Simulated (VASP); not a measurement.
Write the native input for VASP 6.6.1 that does the following.

* Task: single point
* Functional: PBEsol
* Potentials or basis: VASP PAW PBE potentials, release 64 (Re)
* Cutoff: 520 eV
* k mesh: 11 × 11 × 6
* Occupations: fermi-dirac, width 0.05 eV
* Spin: no spin polarisation
* Dipole correction: no
* Further INCAR settings: ALGO = Fast; EDIFF = 1e-06; NBANDS = 14

The structure of Re lies in POSCAR:

```
Re
1.0
    2.7608000000      0.0000000000      0.0000000000
   -1.3804000000      2.3909229348      0.0000000000
    0.0000000000      0.0000000000      4.4582000000
Re
2
Direct
    0.6651910000      0.3157920000      0.7640740000
    0.3298360000      0.6656080000      0.2440940000
```

This cell differs from its parent crystal: atoms moved at random.

The input as run:

INCAR

```
PREC = Accurate
ENCUT = 520
EDIFF = 1E-6
ISMEAR = -1
SIGMA = 0.05
LREAL = False
LASPH = True
NELM = 100
ALGO = Fast
ISIF = 2
LWAVE = False
LCHARG = True
GGA = PS
LELF = True
LVHAR = True
NBANDS = 14
```

KPOINTS

```
regular mesh
0
Gamma
  11 11 6
```

Potentials or basis: VASP PAW PBE potentials, release 64 (Re).

Command:

```sh
$ cat potpaw_PBE.64/Re/POTCAR > POTCAR
$ mpirun -np 1 vasp_std > vasp.out
```

It gave:

* Pressure: -2.8 GPa
* Largest force: 0.451 eV/Å
* Band gap on the k mesh: zero (band 7 reaches 9.19 eV, above the bottom of band 8 at 6.05 eV)

Caveat: the cell differs from its parent crystal (atoms moved at random); the PAW data sets were made with another functional, which shifts forces and pressure a little; spin-orbit coupling is left out, which moves the levels of the heavy elements.

Wall time 5.2 min on 1 thread of AMD EPYC 7R43 64-Core Processor (Zen 3), on a shared host, peak memory 0.22 GiB.
